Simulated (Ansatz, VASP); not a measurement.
Mg2Pd in VASP and in Ansatz

Contents of INCAR:

```
PREC = Accurate ; ENCUT = 520
EDIFF = 1E-6 ; ISMEAR = 1
SIGMA = 0.15 ; LREAL = False
LASPH = True ; NELM = 100
ALGO = Normal ; ISIF = 2
LWAVE = False ; LCHARG = False
NBANDS = 14
```

The input KPOINTS:

```
Automatic mesh
0
Gamma
  8 8 8
```

POSCAR

```
Mg2Pd
1.0
   -1.6200259000      1.6200259000      5.0401132800
    1.6200259000     -1.6200259000      5.0401132800
    1.6200259000      1.6200259000     -5.0401132800
Mg Pd
2 1
Direct
    0.6472166100      0.6472166100      0.0000000000
    0.3527833900      0.3527833900      0.0000000000
    0.0000000000      0.0000000000      0.0000000000
```

Input for Ansatz:

```yaml
crystal:
  lattice:
    - [-1.6200259, 1.6200259, 5.04011328]
    - [1.6200259, -1.6200259, 5.04011328]
    - [1.6200259, 1.6200259, -5.04011328]
  atoms:
    - { symbol: Mg, position: [0.64721661, 0.64721661, 0.0] }
    - { symbol: Mg, position: [0.35278339, 0.35278339, 0.0] }
    - { symbol: Pd, position: [0.0, 0.0, 0.0] }
basis:
  ecutwfc: 625.0
kpoints:
  mp_grid:
    grid: [8, 8, 8]
    shift: [0.0, 0.0, 0.0]
hamiltonian:
  xc: lda
scf:
  convergence:
    dr2_threshold: 1.0e-08
  occupations:
    method: cold
    width: 0.15
  eigensolver:
    kind: auto
output:
  forces: true
  stress: true
```

Alike in both runs: task single point; functional LDA; k mesh 8 × 8 × 8; no spin polarisation.

```csv
,VASP,Ansatz
version,VASP 6.6.1,Ansatz 0.2.0
potentials or method,"VASP PAW LDA potentials, release 64 (Mg, Pd), cutoff 520 eV","plane waves, PAW"
occupations,"methfessel-paxton of order 1, width 0.15 eV","cold, width 0.15 eV"
valence electrons in the cell,14,38
```

|  | VASP | Ansatz | Ansatz less VASP |
| --- | --- | --- | --- |
| pressure (GPa) | -3.9 | -3.6 | +0.39 |
| traceless stress, the component that is largest in VASP (GPa) | 0.27 | 0.33 | +0.055 |
| rms of the force components (eV/Å) | 0.096 | 0.101 | +0.0046 |

LDA's correlation is that of Perdew and Zunger in VASP and of Perdew and Wang (1992) in Ansatz. Atom by atom the forces differ by 0.005 eV/Å (rms over components). VASP's potentials hold 14 valence electrons a cell and Ansatz's 38, so a difference there can come from the potentials and not from the codes. Ansatz's warnings: stress scf threshold loose.
